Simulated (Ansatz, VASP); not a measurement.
**Two plane-wave programs on C**

```
C
1.0
     0.00000    1.79460    1.77226
     1.79460    0.00000    1.77226
     1.79460    1.79460    0.00000
C
2
Cartesian
  0.0000 0.0000 0.0000
  0.8973 0.8973 0.8861
```

Change from the starting cell: strained cell.

Alike in both runs: task relaxation of the atoms; functional PBEsol; k mesh 10 × 10 × 10; occupations gaussian, width 0.02 eV; no spin polarisation.

```csv
,VASP,Ansatz
version,VASP 6.6.1,Ansatz 0.2.0
potentials or method,"VASP PAW PBE potentials, release 64 (C), cutoff 520 eV","scalar-relativistic, plane waves, PAW"
valence electrons in the cell,8,8
```

|  | VASP | Ansatz | Ansatz less VASP |
| --- | --- | --- | --- |
| gap on the k mesh at the Fermi level, each at its own relaxed structure (eV) | 3.70 | 3.71 | +0.009 |

VASP's potentials were made for PBE, not for PBEsol, and Ansatz warns of the same on its side. Ansatz's warnings: stress scf threshold loose.

Noted on VASP's run: the relaxation stopped at its first step, so nothing moved.
